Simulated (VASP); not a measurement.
Te2Mo: single point with LDA

Te2Mo, a slab with vacuum:

```
Te Mo
1.0
     6.23174    0.00000    0.00000
     0.00000    3.40935    0.00000
    -0.08399    0.00000   35.43740
Te Mo
4 2
Direct
  0.42925 0.75000 0.54070
  0.57075 0.25000 0.45930
  0.92085 0.25000 0.55653
  0.07915 0.75000 0.44347
  0.18135 0.25000 0.49747
  0.81865 0.75000 0.50253
```

- Program: VASP 6.6.1
- Task: single point
- Functional: LDA
- Potentials or basis: VASP PAW LDA potentials, release 64 (Te, Mo_sv)
- Cutoff: 520 eV
- k mesh: 4 × 8 × 1
- Occupations: fermi-dirac, width 0.05 eV
- Spin: no spin polarisation
- Dipole correction: no
- Further INCAR settings: ALGO = Normal; EDIFF = 1e-06; NBANDS = 35

```yaml
Largest_force: 0.637 eV/Å
Band_gap_on_the_k_mesh: zero (bands 26 and 27 overlap by 0.23 eV)
```

Forces in eV/Å, atoms in the order of the input:
```
Te   0.081  0.000  0.236
Te  -0.081  0.000 -0.236
Te  -0.031  0.000  0.636
Te   0.031  0.000 -0.636
Mo   0.203  0.000  0.064
Mo  -0.203  0.000 -0.064
```

Levels at points of the mesh, in eV from the Fermi level:
| k point | band 23 | band 24 | band 25 | band 26 | band 27 | band 28 | band 29 | band 30 |
| --- | --- | --- | --- | --- | --- | --- | --- | --- |
| (0.00, 0.00, 0.00) | -1.00 | -0.60 | -0.29 | 0.24 | 0.69 | 1.22 | 1.85 | 2.24 |
| (0.50, 0.00, 0.00) | -1.32 | -0.83 | -0.81 | -0.67 | 0.08 | 1.25 | 1.55 | 1.97 |
| (0.00, 0.50, 0.00) | -1.65 | -1.65 | -1.42 | -1.42 | 1.26 | 1.26 | 1.54 | 1.54 |
| (0.50, 0.50, 0.00) | -1.77 | -1.77 | -0.84 | -0.84 | 1.18 | 1.18 | 2.03 | 2.03 |

Wall time 14 min on 1 thread of Intel(R) Xeon(R) Platinum 8488C (Sapphire Rapids), on a shared host, peak memory 0.74 GiB.

Caveat: there is no dipole correction, which matters where the two faces differ; spin-orbit coupling is left out, which moves the levels of the heavy elements.
